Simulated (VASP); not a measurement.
Wanted: the native input for a VASP 6.6.1 run.

- Task: single point
- Functional: r2SCAN
- Potentials or basis: VASP PAW PBE potentials, release 64 (Rh_pv)
- Cutoff: 520 eV
- k mesh: 8 × 8 × 8
- Occupations: gaussian, width 0.15 eV
- Spin: no spin polarisation
- Dipole correction: no
- Further INCAR settings: ALGO = Normal; EDIFF = 1e-06; NBANDS = 14

Rh:

```xyz
1
Lattice="0.0000 1.9301 1.9301 1.9301 0.0000 1.9301 1.9301 1.9301 0.0000" Properties=species:S:1:pos:R:3 pbc="T T T"
Rh    0.0000    0.0000    0.0000
```

This cell differs from its parent crystal: strain +0.015 along x and y, +0.015 along z.

The input as run:

POSCAR

```
Rh
1.0
    0.0000000000      1.9300732500      1.9300732500
    1.9300732500      0.0000000000      1.9300732500
    1.9300732500      1.9300732500      0.0000000000
Rh
1
Direct
    0.0000000000      0.0000000000      0.0000000000
```

INCAR.step1

```
PREC = Accurate ; ENCUT = 520
ISMEAR = 0 ; SIGMA = 0.15
LREAL = False ; LASPH = True
NELM = 60 ; NBANDS = 14
GGA = PE ; ALGO = Normal
EDIFF = 1E-4 ; LWAVE = True
LCHARG = False
```

INCAR.step2

```
PREC = Accurate ; ENCUT = 520
EDIFF = 1E-6 ; ISMEAR = 0
SIGMA = 0.15 ; LREAL = False
LASPH = True ; NELM = 60
ALGO = Normal ; ISIF = 2
LWAVE = False ; LCHARG = False
METAGGA = R2SCAN ; LMIXTAU = True
NBANDS = 14 ; ISTART = 1
```

KPOINTS

```
regular mesh
0
Gamma
  8 8 8
```

Potentials or basis: VASP PAW PBE potentials, release 64 (Rh_pv).

Launch:

```sh
$ cat potpaw_PBE.64/Rh_pv/POTCAR > POTCAR
$ cp INCAR.step1 INCAR
$ mpirun -np 1 vasp_std > vasp.out
$ cp INCAR.step2 INCAR
$ mpirun -np 1 vasp_std > vasp.out
```

It gave:

```yaml
Pressure: -10.0 GPa
```

Caveat: the cell differs from its parent crystal (strain +0.015 along x and y, +0.015 along z); the PAW data sets were made with another functional, which shifts forces and pressure a little.

Wall time 25 s on 1 thread of Intel Xeon 6975P-C, with other jobs on the host, peak memory 0.13 GiB.
